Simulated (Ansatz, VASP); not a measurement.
## Pd in VASP and in Ansatz

File INCAR:

```
PREC = Accurate
ENCUT = 520
EDIFF = 1E-7
ISMEAR = -1
SIGMA = 0.05
LREAL = False
LASPH = True
NELM = 100
ALGO = Normal
ISIF = 2
LWAVE = False
LCHARG = True
LELF = True
LVHAR = True
NBANDS = 11
```

Contents of KPOINTS:

```
regular mesh
0
Gamma
  18 18 18
```

File POSCAR:

```
Pd
1.0
    0.0000000000      1.9643490000      1.9449000000
    1.9643490000      0.0000000000      1.9449000000
    1.9643490000      1.9643490000      0.0000000000
Pd
1
Direct
    0.0000000000      0.0000000000      0.0000000000
```

Input for Ansatz:

```yaml
crystal:
  lattice:
    - [0.0, 1.964349, 1.9449]
    - [1.964349, 0.0, 1.9449]
    - [1.964349, 1.964349, 0.0]
  atoms:
    - { symbol: Pd, position: [0.0, 0.0, 0.0] }
kpoints:
  mp_grid: { grid: [18, 18, 18] }
  band_path:
    path:
      - [0.0, 0.0, 0.0]
      - [0.0, 0.5, 0.5]
      - [0.25, 0.75, 0.5]
      - [0.0, 0.5, 0.0]
      - [0.0, 0.0, 0.0]
      - [0.5, 0.5, 0.0]
      - [0.3775125, 0.6224875, 0.0]
      - [-0.3775125, 0.3775125, 0.0]
      - [0.0, 0.0, 0.0]
    npoints: 5
scf:
  occupations: { method: fermi_dirac, width: 0.05 }
hamiltonian:
  xc: lda
  pseudopotentials: { kind: all_electron, lapw: { basis_error: 0.00025 } }
output:
  forces: true
  stress: true
  eigenvalues: true
```

Change from the starting cell: equal xx and yy strain of +1 %.

Alike in both runs: task single point; functional LDA; k mesh 18 × 18 × 18; occupations fermi-dirac, width 0.05 eV; no spin polarisation.

|  | VASP | Ansatz |
| --- | --- | --- |
| version | VASP 6.6.1 | Ansatz 0.2.0 |
| potentials or method | VASP PAW LDA potentials, release 64 (Pd), cutoff 520 eV | all-electron LAPW, scalar-relativistic |

|  | VASP | Ansatz | Ansatz less VASP |
| --- | --- | --- | --- |
| pressure (GPa) | -11.2 | -11.5 | -0.27 |
| traceless stress, the component that is largest in VASP (GPa) | 0.36 | 0.36 | 0.000 |

LDA's correlation is that of Perdew and Zunger in VASP and of Perdew and Wang (1992) in Ansatz. Ansatz ran all-electron here, and VASP with PAW potentials.
